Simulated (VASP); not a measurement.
Crystal: Nd.

```
Nd
1.0
     3.65700    0.00000    0.00000
    -1.82850    3.16705    0.00000
     0.00000    0.00000    5.90200
Nd
2
Cartesian
  1.8285 1.0557 4.4265
  0.0000 2.1114 1.4755
```

Base run:

| Item | Value |
| --- | --- |
| Program | VASP 6.6.1 |
| Functional | PBEsol |
| Potentials or basis | VASP PAW PBE potentials, release 64 (Nd) |
| Cutoff | 520 eV |
| k mesh | 8 × 8 × 5 |
| Occupations | fermi-dirac, width 0.05 eV |
| Spin | collinear spin, ferromagnetic start |
| Starting moments | [3.0, 3.0] μB |

Its results: pressure -2.7 GPa; net moment 8.27 μB per cell; site moments Nd +3.37 μB.

Q: The run is repeated on the same cell with these changes: spin from collinear spin, ferromagnetic start to collinear spin, antiferromagnetic start; moments at the start from [3.0, 3.0] to [3.0, -3.0]. What comes out?

A: Pressure -3.1 GPa; net moment 0.00 μB per cell; site moments Nd +3.26, -3.26 μB.

Caveats: the magnetic or orbital state may not be the lowest; the PAW data sets were made with another functional, which shifts forces and pressure a little; the cell stands under tension (at least some runs).
